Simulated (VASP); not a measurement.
A run of VASP 6.6.1:

INCAR

```
PREC = Accurate ; ENCUT = 520
EDIFF = 1E-6 ; ISMEAR = 0
SIGMA = 0.05 ; LREAL = F
LASPH = T ; NELM = 100
ALGO = Normal ; ISIF = 2
LWAVE = F ; LCHARG = T
GGA = PS ; LELF = T
LVHAR = T ; NBANDS = 35
```

Contents of KPOINTS:

```
Automatic mesh
0
Gamma
  12 12 2
```

POSCAR

```
MoS2
1.0
    3.1414322073      0.0000000000      0.0000000000
   -1.5707161036      2.7205600958      0.0000000000
    0.0000000000      0.0000000000     12.5788196111
Mo S
2 4
Direct
    0.3333333333      0.6666666667      0.2500000000
    0.6666666667      0.3333333333      0.7500000000
    0.3333333333      0.6666666667      0.6260538431
    0.6666666667      0.3333333333      0.1260538431
    0.3333333333      0.6666666667      0.8739461569
    0.6666666667      0.3333333333      0.3739461569
```

Potentials or basis: VASP PAW PBE potentials, release 64 (Mo_sv, S).

Launch:

```bash
$ cat potpaw_PBE.64/Mo_sv/POTCAR potpaw_PBE.64/S/POTCAR > POTCAR
$ mpirun -np 1 vasp_std > vasp.out
```

Hardware: 1 thread of Intel Xeon 8259CL (shared host).

Question: How long does it take, and how much memory?

Answer: Run time: 3.1 min on 1 thread of Intel Xeon 8259CL, on a shared host, peak memory 0.29 GiB. Counts: scf iterations 15, k points 38.
